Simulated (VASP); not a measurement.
Runs of VASP 6.6.1 on CaY. Symmetry: C2/m, No. 12, monoclinic system. Conventional cell: a = 3.953 Å, b = 5.866 Å, c = 6.176 Å, α = 90.00°, β = 90.28°, γ = 90.00°. Ca (site symmetry 2/m) has 6 Ca at 3.54 to 3.95 Å and 8 Y at 3.66 to 4.26 Å within 4.6 Å. Y (site symmetry 2/m) has 6 Y at 3.54 to 3.95 Å and 8 Ca at 3.66 to 4.26 Å within 4.6 Å. 

| k mesh | gap on the mesh (eV) | pressure (GPa) |
| --- | --- | --- |
| 6 × 6 × 3 | none | -2.5 |
| 3 × 3 × 2 | none | -2.3 |
| 7 × 7 × 4 | none | -2.5 |
| 2 × 2 × 2 | none | (a) |
| 4 × 4 × 3 | none | -2.4 |
| 8 × 8 × 5 | none | -2.5 |

Alike in all rows: task single point; level LDA; potentials or basis VASP PAW LDA potentials, release 64 (Ca_sv, Y_sv); no spin polarisation; cell as given; cutoff (eV) 520; smearing fermi-dirac 0.1 eV.

Task: Fill in the values left out.

Result: (a) -7.1.

Caveats: some runs use coarse meshes.

A k mesh can miss the band edges, and the runs leave out spin-orbit coupling on Y.

A gap of «none» marks levels without a gap at the run's occupations.
